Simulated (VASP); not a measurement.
# Se (R-3) in VASP: notebook, part 2 of 2

VASP 6.6.1. The steps go on from the part before.

### 4 Single point, PBEsol

This run uses another cell than the first one, of 27.51 Å³/atom, 0.990 times its volume.

Input file INCAR:

```
  PREC = Accurate
  ENCUT = 520
  EDIFF = 1E-6
  ISMEAR = -1
  SIGMA = 0.01
  LREAL = False
  LASPH = True
  NELM = 60
  ALGO = Normal
  ISIF = 2
  LWAVE = False
  LCHARG = False
  GGA = PS
  NBANDS = 27
```

Input file KPOINTS:

```
Automatic mesh
0
Gamma
  6 6 6
```

Input file POSCAR:

```
Se
1.0
    5.6809998619      3.2799267995      1.4763300000
   -5.6809998619      3.2799267995      1.4763300000
    0.0000000000     -6.5598535991      1.4763300000
Se
6
Direct
    0.2806600000      0.1625100000      0.9181800000
    0.9181800000      0.2806600000      0.1625100000
    0.1625100000      0.9181800000      0.2806600000
    0.7193400000      0.8374900000      0.0818200000
    0.0818200000      0.7193400000      0.8374900000
    0.8374900000      0.0818200000      0.7193400000
```

Potentials or basis: VASP PAW PBE potentials, release 64 (Se).

Command:

```
$ cat potpaw_PBE.64/Se/POTCAR > POTCAR
$ mpirun -np 1 vasp_std > vasp.out
```

OUTCAR:

```text
PREC = Accurate
   ENCUT = 520
   EDIFF = 1E-6
   ISMEAR = -1
   LREAL = False
   LASPH = True
   NELM = 60
   ISIF = 2
   GGA = PS

 ion  position               nearest neighbor table
   1  0.281  0.163  0.918-   5 2.36   6 2.36
   2  0.918  0.281  0.163-   4 2.36   6 2.36
   3  0.163  0.918  0.281-   4 2.36   5 2.36
   4  0.719  0.837  0.082-   2 2.36   3 2.36
   5  0.082  0.719  0.837-   1 2.36   3 2.36
   6  0.837  0.082  0.719-   1 2.36   2 2.36

  LATTYP: Found a trigonal (rhomboedric) cell.
 ALAT       =     6.7239296182
 COS(alpha) =    -0.4276877573

  Lattice vectors:

 A1 = (   5.6809998619,   3.2799267995,   1.4763300000)
 A2 = (  -5.6809998619,   3.2799267995,   1.4763300000)
 A3 = (   0.0000000000,  -6.5598535991,   1.4763300000)

Analysis of symmetry for initial positions (statically):
=====================================================================
 Subroutine PRICEL returns:
 Original cell was already a primitive cell.

 Routine SETGRP: Setting up the symmetry group for a
 trigonal (rhombohedral) supercell.

 Subroutine GETGRP returns: Found  6 space group operations
 (whereof  6 operations were pure point group operations)
 out of a pool of 12 trial point group operations.

The static configuration has the point symmetry S_6 .

Analysis of symmetry for dynamics (positions and initial velocities):
=====================================================================
 Subroutine PRICEL returns:
 Original cell was already a primitive cell.

 Routine SETGRP: Setting up the symmetry group for a
 trigonal (rhombohedral) supercell.

 Subroutine GETGRP returns: Found  6 space group operations
[... 127 lines left out ...]
   EFERMI_NEDOS =   21; number of points for ismear=-14 and -15
   IALGO  =     38    algorithm
   IMIX   =      4    mixing-type and parameters
     AMIX     =   0.40;   BMIX     =  1.00
     AMIX_MAG =   1.60;   BMIX_MAG =  1.00
  volume/ion in A,a.u.               =      27.51       185.64
  Fermi-wavevector in a.u.,A,eV,Ry     =   0.985450  1.862230 13.212768  0.971111
  Thomas-Fermi vector in A             =   2.116758
   LORBIT       =      0    0 simple, 1 ext, 2 COOP (PROOUT), +10 PAW based schemes
   GGA     = PS    functional components
   LHFCALC =     F    Hartree Fock is set to
   AEXX    =    0.0000 exact exchange contribution
   IVDW    =     0    specifies the selected vdW correction
   LEPSILON=     F    determine dielectric tensor
   LRPA    =     F    only Hartree local field effects (RPA)
 non-spin polarized calculation
  energy-cutoff  :      520.00
  volume of cell :      165.05
 maximum number of plane-waves:      4465
   NGX = 25   NGY = 25   NGZ = 25

 number of electron      36.0000000 magnetization

 Free energy of the ion-electron system (eV)
  ---------------------------------------------------
  ext. energy  EPLUGINS =         0.00000000
  ---------------------------------------------------
  free energy    TOTEN  =       -22.72060148 eV

  energy without entropy =      -22.72060148  energy(sigma->0) =      -22.72060148

 E-fermi :   2.4821     XC(G=0):  -8.9851

 val. band max:        2.2693564982   @ k =   0.5000   0.5000   0.5000
 cond. band min:       3.3943067328   @ k =  -0.1667   0.1667   0.1667
 fundamental gap:      1.1249502347
 Fermi energy:         2.4821000999

 k-point     1 :       0.0000    0.0000    0.0000
  band No.  band energies     occupation
      1     -13.5530      2.00000
      2     -11.8208      2.00000
      3     -11.8208      2.00000
      4      -9.5738      2.00000
      5      -9.5738      2.00000
      6      -7.8822      2.00000
[... 709 lines left out ...]
     26       8.2044      0.00000
     27       8.7671      0.00000

 [... further k-points ...]

------------------------ aborting loop because EDIFF is reached ----------------------------------------

  FORCE on cell =-STRESS in cart. coord.  units (eV):
  Direction    XX          YY          ZZ          XY          YZ          ZX
  --------------------------------------------------------------------------------------
  -------------------------------------------------------------------------------------
  Total        0.2638019      0.2638019      0.3925186      0.0000005     -0.0000000      0.0000000
  in kB        2.5607367      2.5607367      3.8101949      0.0000053     -0.0000000      0.0000000
  external PRESSURE =       2.9772228 kB  Pullay stress =       0.0000000 kB

 VOLUME and BASIS-vectors are now :
 -----------------------------------------------------------------------------
  energy-cutoff  :      520.00
  volume of cell :      165.05
      direct lattice vectors                 reciprocal lattice vectors
     5.680999862  3.279926800  1.476330000     0.088012676  0.050814142  0.225785111
    -5.680999862  3.279926800  1.476330000    -0.088012676  0.050814142  0.225785111
     0.000000000 -6.559853599  1.476330000     0.000000000 -0.101628284  0.225785111

 POSITION                                       TOTAL-FORCE (eV/Angst)
 -----------------------------------------------------------------------------------
      0.67121     -4.56956      2.00980         0.153754      0.292100      0.205885
      3.62175      2.86607      2.00980        -0.329843     -0.012895      0.205885
     -4.29296      1.70350      2.00980         0.176089     -0.279205      0.205885
     -0.67121      4.56956      2.41919        -0.153754     -0.292100     -0.205885
     -3.62175     -2.86607      2.41919         0.329843      0.012895     -0.205885
      4.29296     -1.70350      2.41919        -0.176089      0.279205     -0.205885
 -----------------------------------------------------------------------------------
    total drift:                                0.000000     -0.000000     -0.000000

  FREE ENERGIE OF THE ION-ELECTRON SYSTEM (eV)
  ---------------------------------------------------
  free  energy   TOTEN  =       -22.7206014768 eV

  energy  without entropy=      -22.7206014768  energy(sigma->0) =      -22.72060148
```

Run time: 6.2 min. Hardware: 1 thread of Oxide Virtual Turin-like, shared host; peak memory 0.36 GiB.

Results:

| Quantity | Value |
| --- | --- |
| Free energy | -22.7206 eV |
| Pressure | 0.3 GPa |
| Largest force | 0.389 eV/Å |
| Band gap on the k mesh | 1.12 eV, indirect (least direct gap 1.37 eV) |

Forces in eV/Å, atoms in the order of the input:
```
Se   0.154  0.292  0.206
Se  -0.330 -0.013  0.206
Se   0.176 -0.279  0.206
Se  -0.154 -0.292 -0.206
Se   0.330  0.013 -0.206
Se  -0.176  0.279 -0.206
```

Caveat: the PAW data sets were made with another functional, which shifts forces and pressure a little. A k mesh can miss the band edges.

### 5 Summary

```csv
cell,gap on the mesh (eV),pressure (GPa),largest force (eV/Å)
"a = 6.727 Å, angles 115.2°, 6 atoms",1.17,0.0,0.32
"a = 6.734 Å, angles 115.1°, 6 atoms",1.27,-0.7,0.22
"a = 6.724 Å, angles 115.3°, 6 atoms",1.12,0.3,0.39
```

Alike in all rows: task single point; level PBEsol; potentials or basis VASP PAW PBE potentials, release 64 (Se); no spin polarisation; k mesh 6 × 6 × 6; cutoff (eV) 520; smearing fermi-dirac 0.01 eV.

Caveats: the PAW data sets were made with another functional, which shifts forces and pressure a little.

Total energies depend on the potentials used, so only differences within one code and one set of settings carry meaning.
